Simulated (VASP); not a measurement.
# KTe4 (R-3m) in VASP: further runs

KTe4 is run at these levels: PBE; tasks: single point, relaxation of cell and atoms.

Program: VASP 6.6.1. These are calculated values, not measurements. Logs are shortened: lines on timing, memory, paths and dates and some standing lists are left out, and cuts for length are marked.

## 1. The cell of the first run

The structure is trigonal, space group R-3m (No. 166). The conventional cell has a = 5.723 Å, b = 5.723 Å, c = 16.928 Å, α = 90.00°, β = 90.00°, γ = 120.00°. Within 4.6 Å of K (site symmetry -3m) lie 14 Te at 3.49 to 3.94 Å. Te (site symmetry 3m) has 10 Te at 3.38 to 3.90 Å and 4 K at 3.49 to 3.94 Å within 4.5 Å. Within 3.7 Å of Te (site symmetry 3m) lie 5 Te at 2.81 to 3.56 Å and 3 K at 3.59 Å.

## 2. Single point, PBE

The input, INCAR:

```
  ALGO = Normal
  EDIFF = 1E-6
  ENCUT = 500
  GGA = PE
  GGA_COMPAT = F
  ISIF = 2
  ISMEAR = 0
  LASPH = T
  LCHARG = T
  LELF = T
  LREAL = F
  LVHAR = T
  LWAVE = F
  NBANDS = 24
  NELM = 120
  PREC = Accurate
  SIGMA = 0.1
```

The input, KPOINTS:

```
k-points
0
Gamma
  3 3 3
```

The input, POSCAR:

```
KTe4
1.0
    2.8617031264      1.6522050703      5.6426757056
   -2.8617031264      1.6522050703      5.6426757056
    0.0000000000     -3.3044101407      5.6426757056
K Te
1 4
Direct
    0.5000000000      0.5000000000      0.5000000000
    0.2936168310      0.2936168310      0.2936168310
    0.0830695932      0.0830695932      0.0830695932
    0.9169304068      0.9169304068      0.9169304068
    0.7063831690      0.7063831690      0.7063831690
```

Potentials or basis: VASP PAW PBE potentials, release 64 (K_sv, Te).

Launch:

```
$ cat potpaw_PBE.64/K_sv/POTCAR potpaw_PBE.64/Te/POTCAR > POTCAR
$ mpirun -np 1 vasp_std > vasp.out
```

OUTCAR:

```text
EDIFF = 1E-6
   ENCUT = 500
   GGA = PE
   ISIF = 2
   ISMEAR = 0
   LASPH = T
   LREAL = F
   NELM = 120
   PREC = Accurate

 ion  position               nearest neighbor table
   1  0.500  0.500  0.500-   2 3.49   5 3.49   3 3.59   4 3.59   3 3.59   3 3.59   4 3.59   4 3.59

   2  0.294  0.294  0.294-   4 3.38   4 3.38   4 3.38   1 3.49   3 3.56   5 3.57   5 3.57   5 3.57

   3  0.083  0.083  0.083-   4 2.81   5 3.38   5 3.38   5 3.38   2 3.56   1 3.59   1 3.59   1 3.59

   4  0.917  0.917  0.917-   3 2.81   2 3.38   2 3.38   2 3.38   5 3.56   1 3.59   1 3.59   1 3.59

   5  0.706  0.706  0.706-   3 3.38   3 3.38   3 3.38   1 3.49   4 3.56   2 3.57   2 3.57   2 3.57

  LATTYP: Found a trigonal (rhomboedric) cell.
 ALAT       =     6.5390301648
 COS(alpha) =     0.6169526431

  Lattice vectors:

 A1 = (   2.8617031264,   1.6522050703,   5.6426757056)
 A2 = (  -2.8617031264,   1.6522050703,   5.6426757056)
 A3 = (   0.0000000000,  -3.3044101407,   5.6426757056)

Analysis of symmetry for initial positions (statically):
=====================================================================
 Subroutine PRICEL returns:
 Original cell was already a primitive cell.

 Routine SETGRP: Setting up the symmetry group for a
 trigonal (rhombohedral) supercell.

 Subroutine GETGRP returns: Found 12 space group operations
 (whereof 12 operations were pure point group operations)
 out of a pool of 12 trial point group operations.

The static configuration has the point symmetry D_3d.

Analysis of symmetry for dynamics (positions and initial velocities):
=====================================================================
 Subroutine PRICEL returns:
 Original cell was already a primitive cell.

 Routine SETGRP: Setting up the symmetry group for a
 trigonal (rhombohedral) supercell.

 Subroutine GETGRP returns: Found 12 space group operations
 (whereof 12 operations were pure point group operations)
 out of a pool of 12 trial point group operations.

The dynamic configuration has the point symmetry D_3d.

 Subroutine INISYM returns: Found 12 space group operations
 (whereof 12 operations are pure point group operations),
 and found     1 'primitive' translations

----------------------------------------------------------------------------------------

                                     Primitive cell

  volume of cell :     160.0755

  direct lattice vectors                    reciprocal lattice vectors
     2.861703126  1.652205070  5.642675706     0.174721129  0.100875291  0.059073629
    -2.861703126  1.652205070  5.642675706    -0.174721129  0.100875291  0.059073629
     0.000000000 -3.304410141  5.642675706     0.000000000 -0.201750581  0.059073629

  length of vectors
     6.539030165  6.539030165  6.539030165     0.210221290  0.210221290  0.210221290

  position of ions in fractional coordinates (direct lattice)
     0.500000000  0.500000000  0.500000000
     0.293616831  0.293616831  0.293616831
     0.083069593  0.083069593  0.083069593
     0.916930407  0.916930407  0.916930407
     0.706383169  0.706383169  0.706383169

  ion indices of the primitive-cell ions
   primitive index   ion index
                 1           1
                 2           2
                 3           3
                 4           4
                 5           5

----------------------------------------------------------------------------------------

 KPOINTS: k-points

Automatic generation of k-mesh.
 Grid dimensions read from file:
 generate k-points for:    3    3    3

 Generating k-lattice:

  Cartesian coordinates                     Fractional coordinates (reciprocal lattice)
     0.058240376  0.033625097  0.019691210     0.333333333  0.000000000  0.000000000
    -0.058240376  0.033625097  0.019691210     0.000000000  0.333333333  0.000000000
     0.000000000 -0.067250194  0.019691210     0.000000000  0.000000000  0.333333333

  Length of vectors
     0.070073763  0.070073763  0.070073763

  Shift w.r.t. Gamma in fractional coordinates (k-lattice)
     0.000000000  0.000000000  0.000000000

 Subroutine IBZKPT returns following result:
 ===========================================

 Found      6 irreducible k-points:

 Following reciprocal coordinates:
            Coordinates               Weight
  0.000000  0.000000  0.000000      1.000000
  0.333333  0.000000  0.000000      6.000000
  0.333333  0.333333  0.000000      6.000000
 -0.333333  0.333333  0.000000      6.000000
  0.333333  0.333333  0.333333      2.000000
 -0.333333  0.333333  0.333333      6.000000
   k-points           NKPTS =      6   k-points in BZ     NKDIM =      6   number of bands    NBANDS=     24
   number of dos      NEDOS =    301   number of ions     NIONS =      5
   total plane-waves  NPLWV = 110592
   dimension x,y,z NGX =    48 NGY =   48 NGZ =   48
   dimension x,y,z NGXF=    96 NGYF=   96 NGZF=   96
   ions per type =               1   4
   NGX,Y,Z   is equivalent  to a cutoff of  12.20, 12.20, 12.20 a.u.
   NGXF,Y,Z  is equivalent  to a cutoff of  24.41, 24.41, 24.41 a.u.
 SYSTEM =  unknown system
   PREC   = accura    normal or accurate (medium, high low for compatibility)
   ISTART =      0    job   : 0-new  1-cont  2-samecut
   ICHARG =      2    charge: 1-file 2-atom 10-const
   ISPIN  =      1    spin polarized calculation?
   LNONCOLLINEAR =      F non collinear calculations
   LSORBIT =      F    spin-orbit coupling
   LASPH  =      T    aspherical Exc in radial PAW
   ENCUT  =  500.0 eV  36.75 Ry    6.06 a.u.  11.92 11.92 11.92*2*pi/ulx,y,z
   NELM   =    120;   NELMIN=  2; NELMDL= -5     # of ELM steps
   EDIFF  = 0.1E-05   stopping-criterion for ELM
   LREAL  =      F    real-space projection
   EDIFFG = 0.1E-04   stopping-criterion for IOM
   NSW    =      0    number of steps for IOM
   IBRION =     -1    ionic relax: 0-MD 1-quasi-New 2-CG
   NFREE  =      0    steps in history (QN), initial steepest desc. (CG)
   ISIF   =      2    stress and relaxation
   ISYM   =      2    0-nonsym 1-usesym 2-fastsym
   POTIM  = 0.5000    time-step for ionic-motion
   TEBEG  =    0.0;   TEEND  =   0.0 temperature during run
   PSTRESS=    0.0 pullay stress
   NELECT =      33.0000    total number of electrons
   NUPDOWN=      -1.0000    fix difference up-down
   EMIN   =  10.00;   EMAX   =-10.00  energy-range for DOS
   EFERMI =   0.00;   METHOD = LEGACY
   ISMEAR =     0;   SIGMA  =   0.10  broadening in eV -4-tet -1-fermi 0-gaus
   EFERMI_NEDOS =   21; number of points for ismear=-14 and -15
   IALGO  =     38    algorithm
   IMIX   =      4    mixing-type and parameters
     AMIX     =   0.40;   BMIX     =  1.00
     AMIX_MAG =   1.60;   BMIX_MAG =  1.00
  volume/ion in A,a.u.               =      32.02       216.05
  Fermi-wavevector in a.u.,A,eV,Ry     =   0.967100  1.827553 12.725278  0.935282
  Thomas-Fermi vector in A             =   2.096957
   LORBIT       =      0    0 simple, 1 ext, 2 COOP (PROOUT), +10 PAW based schemes
   GGA     = PE    functional components
   LHFCALC =     F    Hartree Fock is set to
   AEXX    =    0.0000 exact exchange contribution
   IVDW    =     0    specifies the selected vdW correction
   LEPSILON=     F    determine dielectric tensor
   LRPA    =     F    only Hartree local field effects (RPA)
 non-spin polarized calculation
 Gauss-broadening in eV      SIGMA  =   0.10
  energy-cutoff  :      500.00
  volume of cell :      160.08
 maximum number of plane-waves:      4112
   NGX = 23   NGY = 23   NGZ = 23

 number of electron      33.0000000 magnetization

 Free energy of the ion-electron system (eV)
  ---------------------------------------------------
  ext. energy  EPLUGINS =         0.00000000
  ---------------------------------------------------
  free energy    TOTEN  =       -14.07627406 eV

  energy without entropy =      -14.04976127  energy(sigma->0) =      -14.06301767

 E-fermi :   4.9649     XC(G=0):  -9.1665

 val. band max:        4.8400275337   @ k =  -0.3333   0.3333   0.0000
 cond. band min:       4.9704199624   @ k =  -0.3333   0.3333   0.3333
 fundamental gap:      0.1303924287
 Fermi energy:         4.9649431231

 k-point     1 :       0.0000    0.0000    0.0000
  band No.  band energies     occupation
      1     -24.9259      2.00000
      2      -8.4716      2.00000
      3      -8.4650      2.00000
      4      -8.4650      2.00000
      5      -7.6696      2.00000
      6      -5.0936      2.00000
[... 16 lines left out ...]
     23      11.1982      0.00000
     24      11.3861      0.00000

 k-point     2 :       0.3333    0.0000    0.0000
  band No.  band energies     occupation
      1     -24.9256      2.00000
      2      -8.5340      2.00000
      3      -8.4683      2.00000
      4      -8.4683      2.00000
      5      -7.1457      2.00000
      6      -5.5632      2.00000
[... 16 lines left out ...]
     23      10.9969      0.00000
     24      11.3511      0.00000

 k-point     3 :       0.3333    0.3333    0.0000
  band No.  band energies     occupation
      1     -24.9256      2.00000
      2      -8.5190      2.00000
      3      -8.4815      2.00000
      4      -8.4699      2.00000
      5      -7.0721      2.00000
      6      -5.5921      2.00000
[... 16 lines left out ...]
     23      10.9858      0.00000
     24      10.9904      0.00000

 k-point     4 :      -0.3333    0.3333    0.0000
  band No.  band energies     occupation
      1     -24.9254      2.00000
      2      -8.5094      2.00000
      3      -8.4995      2.00000
      4      -8.4737      2.00000
      5      -6.7121      2.00000
      6      -5.6762      2.00000
[... 16 lines left out ...]
     23      10.8168      0.00000
     24      11.0889      0.00000

 k-point     5 :       0.3333    0.3333    0.3333
  band No.  band energies     occupation
      1     -24.9258      2.00000
      2      -8.5485      2.00000
      3      -8.4657      2.00000
      4      -8.4657      2.00000
      5      -7.3312      2.00000
      6      -5.6382      2.00000
[... 16 lines left out ...]
     23      10.6284      0.00000
     24      11.7978      0.00000

 k-point     6 :      -0.3333    0.3333    0.3333
  band No.  band energies     occupation
      1     -24.9255      2.00000
      2      -8.5170      2.00000
      3      -8.5002      2.00000
      4      -8.4694      2.00000
      5      -6.8854      2.00000
      6      -5.7604      2.00000
[... 16 lines left out ...]
     23      10.3689      0.00000
     24      11.0871      0.00000

------------------------ aborting loop because EDIFF is reached ----------------------------------------

  FORCE on cell =-STRESS in cart. coord.  units (eV):
  Direction    XX          YY          ZZ          XY          YZ          ZX
  --------------------------------------------------------------------------------------
  -------------------------------------------------------------------------------------
  Total       -0.1191091     -0.1191091     -0.1478039      0.0000000      0.0000000      0.0000000
  in kB       -1.1921490     -1.1921490     -1.4793527      0.0000000      0.0000000      0.0000000
  external PRESSURE =      -1.2878836 kB  Pullay stress =       0.0000000 kB

 VOLUME and BASIS-vectors are now :
 -----------------------------------------------------------------------------
  energy-cutoff  :      500.00
  volume of cell :      160.08
      direct lattice vectors                 reciprocal lattice vectors
     2.861703126  1.652205070  5.642675706     0.174721129  0.100875291  0.059073629
    -2.861703126  1.652205070  5.642675706    -0.174721129  0.100875291  0.059073629
     0.000000000 -3.304410141  5.642675706     0.000000000 -0.201750581  0.059073629

 POSITION                                       TOTAL-FORCE (eV/Angst)
 -----------------------------------------------------------------------------------
      0.00000     -0.00000      8.46401         0.000000      0.000000     -0.000000
      0.00000     -0.00000      4.97035         0.000000      0.000000     -0.005722
      0.00000     -0.00000      1.40620         0.000000      0.000000     -0.036875
      0.00000     -0.00000     15.52182         0.000000     -0.000000      0.036875
      0.00000     -0.00000     11.95767         0.000000     -0.000000      0.005722
 -----------------------------------------------------------------------------------
    total drift:                                0.000000      0.000000     -0.000000

  FREE ENERGIE OF THE ION-ELECTRON SYSTEM (eV)
  ---------------------------------------------------
  free  energy   TOTEN  =       -14.0762740607 eV

  energy  without entropy=      -14.0497612703  energy(sigma->0) =      -14.06301767
```

It took 43 s on 1 thread of AMD EPYC 7R43 (Zen 3), shared host; peak memory 0.28 GiB.

What came out:

- Free energy: -14.0763 eV
- Pressure: -0.1 GPa
- Largest force: 0.037 eV/Å

Forces on the atoms (eV/Å):
```
K    0.000  0.000  0.000
Te   0.000  0.000 -0.006
Te   0.000  0.000 -0.037
Te   0.000  0.000  0.037
Te   0.000  0.000  0.006
```

Caveat: the k points lie up to 0.44 Å⁻¹ apart; spin-orbit coupling is left out, which moves the levels of the heavy elements.

## 3. Single point, PBE

This run uses another cell than the first one, of 39.61 Å³/atom, 1.237 times its volume.

The input, INCAR:

```
SYSTEM = KTe4
PREC = Accurate
ENCUT = 500
EDIFF = 1E-6
ISMEAR = 0
SIGMA = 0.1
LREAL = .FALSE.
LASPH = .TRUE.
NELM = 120
ALGO = Normal
ISIF = 2
LWAVE = .FALSE.
LCHARG = .TRUE.
GGA = PE
LELF = .TRUE.
LVHAR = .TRUE.
NBANDS = 24
GGA_COMPAT = .FALSE.
```

The input, KPOINTS:

```
Automatic mesh
0
G
  3 3 3
  0 0 0
```

The input, POSCAR:

```
KTe4
1.0
    3.0369084800      1.7533599300      6.1990634800
   -3.0369084800      1.7533599300      6.1990634800
    0.0000000000     -3.5067198600      6.1990634800
K Te
1 4
Direct
    0.5000000000      0.5000000000      0.5000000000
    0.3000000000      0.3000000000      0.3000000000
    0.1000000000      0.1000000000      0.1000000000
    0.9000000000      0.9000000000      0.9000000000
    0.7000000000      0.7000000000      0.7000000000
```

Potentials or basis: VASP PAW PBE potentials, release 64 (K_sv, Te).

Launch:

```
$ cat potpaw_PBE.64/K_sv/POTCAR potpaw_PBE.64/Te/POTCAR > POTCAR
$ mpirun -np 1 vasp_std > vasp.out
```

Wall time 86 s (1 thread of AMD EPYC 7R43 (Zen 3), shared host); peak memory 0.32 GiB.

The run converged. Its results:

| Item | Value |
| --- | --- |
| Free energy | -12.7350 eV |
| Pressure | -5.0 GPa |
| Largest force | 0.699 eV/Å |

Forces on the atoms (eV/Å):
```
K    0.000  0.000  0.000
Te   0.000  0.000 -0.320
Te   0.000  0.000 -0.699
Te   0.000  0.000  0.699
Te   0.000  0.000  0.320
```

Stress tensor (GPa, compression positive):
```
-4.80  0.00  0.00
 0.00 -4.80  0.00
 0.00  0.00 -5.44
```

Levels at points of the mesh, in eV from the Fermi level:
```
           k point  band 15  band 16  band 17  band 18  band 19  band 20
(0.00, 0.00, 0.00)    -0.94    -0.94    -0.06     0.74     0.74     1.33
```

Caveat: the k points lie up to 0.41 Å⁻¹ apart; spin-orbit coupling is left out, which moves the levels of the heavy elements.

## 4. Relaxation of cell and atoms, PBE

This run uses another cell than the first one, of 39.61 Å³/atom, 1.237 times its volume.

The input, INCAR:

```
SYSTEM = KTe4
PREC = Accurate
ENCUT = 500
EDIFF = 1E-7
ISMEAR = 0
SIGMA = 0.1
LREAL = .False.
LASPH = .True.
NELM = 120
ALGO = Normal
ISIF = 3
LWAVE = .False.
LCHARG = .False.
GGA = PE
IBRION = 2
NSW = 90
EDIFFG = -0.04
GGA_COMPAT = .False.
NELMIN = 4
```

The input, KPOINTS:

```
Automatic mesh
0
Gamma
  3 3 3
  0 0 0
```

POSCAR is that of step 3.

Launch:

```
$ cat potpaw_PBE.64/K_sv/POTCAR potpaw_PBE.64/Te/POTCAR > POTCAR
$ mpirun -np 1 vasp_std > vasp.out
```

Run time: 10 min. Hardware: 1 thread of AMD EPYC 7R43 (Zen 3), shared host; peak memory 0.37 GiB.

Results (log left out):

- Free energy: -14.0782 eV
- Relaxed volume: 31.80 Å³/atom
- Relaxed cell: a = 6.518 Å, b = 6.518 Å, c = 6.518 Å, α = 52.00°, β = 52.00°, γ = 52.00°
- Space group after relaxing (to 0.05 Å): R-3m (No. 166)
- Energy gained by relaxing: 268.7 meV/atom
- Ionic steps: 15
- Pressure after relaxing: 0.1 GPa
- Largest force after relaxing: 0.029 eV/Å

Forces on the atoms (eV/Å):
```
K    0.000  0.000  0.000
Te   0.000  0.000 -0.002
Te   0.000  0.000 -0.029
Te   0.000  0.000  0.029
Te   0.000  0.000  0.002
```

The path:
```csv
step,energy change (eV),largest force (eV/Å),pressure (GPa),volume (Å³)
1,0.0000,0.6987,-5.01,198.05
2,-0.8954,0.8324,-2.28,164.63
3,-1.0130,0.8231,0.18,152.30
4,-1.0136,0.8196,0.46,151.21
5,-1.1119,0.7901,0.71,150.78
6,-1.2212,0.2388,2.53,149.31
7,-1.2350,0.4564,1.49,149.95
8,-1.2446,0.2685,1.80,149.73
9,-1.3097,0.1412,0.67,155.14
10,-1.3266,0.0795,-0.11,160.11
11,-1.3398,0.0939,-0.24,160.09
12,-1.3408,0.1372,-0.28,160.07
13,-1.3429,0.0530,0.06,158.83
14,-1.3429,0.0483,0.08,158.76
15,-1.3433,0.0286,0.06,159.00
```

Final structure:
```
K Te
1.0
     2.85736    1.64970    5.62172
    -2.85736    1.64970    5.62172
     0.00000   -3.29940    5.62172
K Te
1 4
Cartesian
  0.0000 0.0000 8.4326
  0.0000 0.0000 4.9454
  0.0000 0.0000 1.4066
  0.0000 0.0000 15.4585
  0.0000 0.0000 11.9198
```

Levels at points of the mesh, in eV from the Fermi level:
| k point | band 14 | band 15 | band 16 | band 17 | band 18 | band 19 |
| --- | --- | --- | --- | --- | --- | --- |
| (0.00, 0.00, 0.00) | -1.79 | -1.02 | -1.02 | -0.17 | 0.93 | 0.93 |

Caveat: the k points lie up to 0.44 Å⁻¹ apart in the final cell; the volume moved by over 15 % at a fixed basis, so the end points are rough; spin-orbit coupling is left out, which moves the levels of the heavy elements.

## 5. Overview

| task | cell | gap on the mesh (eV) | pressure (GPa) | largest force (eV/Å) |
| --- | --- | --- | --- | --- |
| single point | a = 6.539 Å, angles 51.9°, 5 atoms | none | -0.1 | 0.04 |
| single point | a = 7.122 Å, angles 50.5°, 5 atoms | none | -5.0 | 0.70 |
| relaxation of cell and atoms | relaxed from a = 7.122 Å, angles 50.5°, 5 atoms | none | 0.1 | 0.03 |

Alike in all rows: level PBE; potentials or basis VASP PAW PBE potentials, release 64 (K_sv, Te); no spin polarisation; k mesh 3 × 3 × 3; cutoff (eV) 500; smearing gaussian 0.1 eV.

Caveats: all runs use coarse meshes; spin-orbit coupling is left out, which moves the levels of the heavy elements; the volume moved by over 15 % at a fixed basis, so the end points are rough (some runs).

Total energies depend on the potentials used, so only differences within one code and one set of settings carry meaning.
